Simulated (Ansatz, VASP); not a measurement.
Si2W in VASP and in Ansatz

```
Si W
1.0
    -1.60564    1.60564    3.90240
     1.60564   -1.60564    3.90240
     1.60564    1.60564   -3.90240
Si W
2 1
Direct
  0.33482 0.33482 0.00000
  0.66518 0.66518 0.00000
  0.00000 0.00000 0.00000
```

Alike in both runs: functional r2SCAN; k mesh 18 × 18 × 18; occupations gaussian, width 0.1 eV; no spin polarisation.

Ansatz relaxed the structure, and its values are those at the end. VASP's run is a single point on that final structure, the one shown.

|  | VASP | Ansatz |
| --- | --- | --- |
| version | VASP 6.6.1 | Ansatz 0.2.0 |
| potentials or method | VASP PAW PBE potentials, release 64 (Si, W_sv), cutoff 520 eV | scalar-relativistic, plane waves, PAW |
| valence electrons in the cell | 22 | 22 |

|  | VASP | Ansatz | Ansatz less VASP |
| --- | --- | --- | --- |
| gap on the k mesh at the Fermi level (eV) | none | none | - |
| pressure (GPa) | 0.3 | 0.0 | -0.27 |
| rms of the force components (eV/Å) | 0.004 | 0.000 | -0.0035 |

VASP's potentials were made for PBE, not for r2SCAN. A gap of «none» marks a metal or a gap that the smearing closes. With one functional, cell and mesh, what is left measures potentials, basis and numerics.

Neither program's run includes spin-orbit coupling.
